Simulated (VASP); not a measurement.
Set up this calculation in VASP 6.6.1, as the native input.

```yaml
Task: single point
Functional: PBE
Potentials_or_basis: VASP PAW PBE potentials, release 64 (Ba_sv, Y_sv, Si)
Cutoff: 520 eV
k_mesh: 3 × 3 × 3
Occupations: gaussian, width 0.1 eV
Spin: no spin polarisation
Dipole_correction: no
Further_INCAR_settings: ALGO = Fast; EDIFF = 1e-06; NBANDS = 32
```

The structure of BaY3Si lies in POSCAR:

```
BaY3Si
1.0
    3.9101813527      2.2575442566      3.3498089887
   -3.9101813527      2.2575442566      3.3498089887
    0.0000000000     -4.5150885132      3.3498089887
Ba Y Si
1 3 1
Direct
    0.0000000000      0.0000000000      0.0000000000
    0.5000000000      0.5000000000      0.0000000000
    0.0000000000      0.5000000000      0.5000000000
    0.5000000000      0.0000000000      0.5000000000
    0.5000000000      0.5000000000      0.5000000000
```

The cell was built from a structure type or drawn by symmetry, and may not be a known phase.

These files were run (other wordings do the same):

INCAR

```
SYSTEM = BaY3Si
PREC = Accurate
ENCUT = 520
EDIFF = 1E-6
ISMEAR = 0
SIGMA = 0.1
LREAL = .FALSE.
LASPH = .TRUE.
NELM = 100
ALGO = Fast
ISIF = 2
LWAVE = .FALSE.
LCHARG = .FALSE.
GGA = PE
NBANDS = 32
```

KPOINTS

```
regular mesh
0
G
  3 3 3
  0 0 0
```

Potentials or basis: VASP PAW PBE potentials, release 64 (Ba_sv, Y_sv, Si).

Run with:

```console
$ cat potpaw_PBE.64/Ba_sv/POTCAR potpaw_PBE.64/Y_sv/POTCAR potpaw_PBE.64/Si/POTCAR > POTCAR
$ mpirun -np 1 vasp_std > vasp.out
```

It gave:

```json
{
  "Pressure": "0.0 GPa",
  "Band gap on the k mesh": "zero (an odd number of electrons rules out a gap without spin polarisation)"
}
```

Caveat: the k points lie up to 0.37 Å⁻¹ apart, too coarse for converged energies and pressures of a metal; spin-orbit coupling is left out, which moves the levels of the heavy elements.

Wall time 92 s on 1 thread of Intel(R) Xeon(R) 6975P-C (Granite Rapids), with other jobs on the host, peak memory 0.27 GiB.
